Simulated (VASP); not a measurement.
A run of VASP 6.6.1:

INCAR

```
  ALGO = Normal
  EDIFF = 1E-7
  ENCUT = 520
  GGA = PE
  ISIF = 2
  ISMEAR = 0
  LASPH = True
  LCHARG = False
  LREAL = False
  LWAVE = False
  NBANDS = 14
  NELM = 100
  PREC = Accurate
  SIGMA = 0.1
```

File KPOINTS:

```
k-points
0
Gamma
  6 6 6
```

POSCAR

```
LaB
1.0
    3.3351229000      0.0000000000      0.0000000000
    0.0000000000      3.3351229000      0.0000000000
    0.0000000000      0.0000000000      3.7391772800
La B
1 1
Direct
    0.5000000000      0.5000000000      0.5000000000
    0.0000000000      0.0000000000      0.0000000000
```

Potentials or basis: VASP PAW PBE potentials, release 64 (La, B).

Command:

```bash
$ cat potpaw_PBE.64/La/POTCAR potpaw_PBE.64/B/POTCAR > POTCAR
$ mpirun -np 1 vasp_std > vasp.out
```

Hardware: 1 thread of AMD EPYC 7R13, with other jobs on the host.

**Question.** Estimate the wall time of this run.

**Answer.** It took 61 s on 1 thread of AMD EPYC 7R13, on a shared host, peak memory 0.15 GiB. Counts: scf iterations 15, k points 40.
